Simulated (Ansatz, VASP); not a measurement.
Cu in VASP and in Ansatz

Contents of INCAR:

```
SYSTEM = Cu
PREC = Accurate
ENCUT = 600
EDIFF = 1E-7
ISMEAR = 0
SIGMA = 0.1
LREAL = .False.
LASPH = .True.
NELM = 80
ALGO = Normal
ISIF = 3
LWAVE = .False.
LCHARG = .False.
GGA = PS
IBRION = 2
NSW = 80
EDIFFG = -0.01
```

The input KPOINTS:

```
Automatic mesh
0
Gamma
  20 20 20
  0 0 0
```

POSCAR

```
Cu
1.0
    1.2601784535      0.7275643694      2.0578167262
   -1.2601784535      0.7275643694      2.0578167262
    0.0000000000     -1.4551287388      2.0578167262
Cu
1
Direct
    0.0000000000      0.0000000000      0.0000000000
```

Input for Ansatz:

```yaml
crystal:
  lattice:
    - [1.2601784535, 0.7275643694, 2.0578167262]
    - [-1.2601784535, 0.7275643694, 2.0578167262]
    - [0.0, -1.4551287388, 2.0578167262]
  atoms:
    - { symbol: Cu, position: [0.0, 0.0, 0.0] }
basis:
  ecutwfc: 420
kpoints:
  mp_grid: { grid: [20, 20, 20] }
hamiltonian:
  xc: pbesol
scf:
  occupations: { method: gaussian, width: 0.1 }
output:
  forces: true
  stress: true
  eigenvalues: true
relax:
  adjacent_minimum: "off"
  f_tol: 0.01
  max_steps: 60
  cell: { stress_tol: 0.1 }
```

Alike in both runs: task relaxation of cell and atoms; functional PBEsol; k mesh 20 × 20 × 20; occupations gaussian, width 0.1 eV; no spin polarisation.

|  | VASP | Ansatz |
| --- | --- | --- |
| version | VASP 6.6.1 | Ansatz 0.2.0 |
| potentials or method | VASP PAW PBE potentials, release 64 (Cu), cutoff 600 eV | scalar-relativistic, plane waves, PAW |
| valence electrons in the cell | 11 | 19 |

Ansatz gave:

| Item | Value |
| --- | --- |
| gap on the k mesh at the Fermi level, each at its own relaxed structure (eV) | none |
| relaxed volume (Å³/atom) | 11.32 |
| relaxed cell length with the largest relative difference (Å) | 2.520 |

Task: What did VASP give for the same quantities?

Result: gap on the k mesh at the Fermi level, each at its own relaxed structure (eV): none; relaxed volume (Å³/atom): 11.37; relaxed cell length with the largest relative difference (Å): 2.524.

VASP's potentials were made for PBE, not for PBEsol. A gap of «none» marks a metal or a gap that the smearing closes. VASP's potentials hold 11 valence electrons a cell and Ansatz's 19, so a difference there can come from the potentials and not from the codes. Ansatz's warnings: near symmetry operations not taken.
